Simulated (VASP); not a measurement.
A run of VASP 6.6.1 is set up as follows.

INCAR

```
  ALGO = Normal
  EDIFF = 1E-7
  ENCUT = 520
  GGA = PE
  ISIF = 2
  ISMEAR = 0
  LASPH = T
  LCHARG = T
  LELF = T
  LREAL = F
  LVHAR = T
  LWAVE = F
  NBANDS = 13
  NELM = 80
  PREC = Accurate
  SIGMA = 0.012
```

Contents of KPOINTS:

```
k-points
0
Gamma
  11 11 10
```

File POSCAR:

```
Ge
1.0
    1.3971490000     -2.6005160000      0.0000000000
    1.3971490000      2.6005160000      0.0000000000
    0.0000000000      0.0000000000      2.6982310000
Ge
1
Direct
    0.5000000000      0.5000000000      0.0000000000
```

Potentials or basis: VASP PAW PBE potentials, release 64 (Ge_d).

Command:

```sh
$ cat potpaw_PBE.64/Ge_d/POTCAR > POTCAR
$ mpirun -np 1 vasp_std > vasp.out
```

Question: Predict the band gap on the k mesh.

Answer: Zero (band 7 reaches 12.88 eV, above the bottom of band 8 at 3.82 eV).

Question: What does it give for the pressure?

Answer: -0.6 GPa.

Stress tensor (GPa, compression positive):
```
 1.13  0.00  0.00
 0.00 -2.79  0.00
 0.00  0.00 -0.26
```
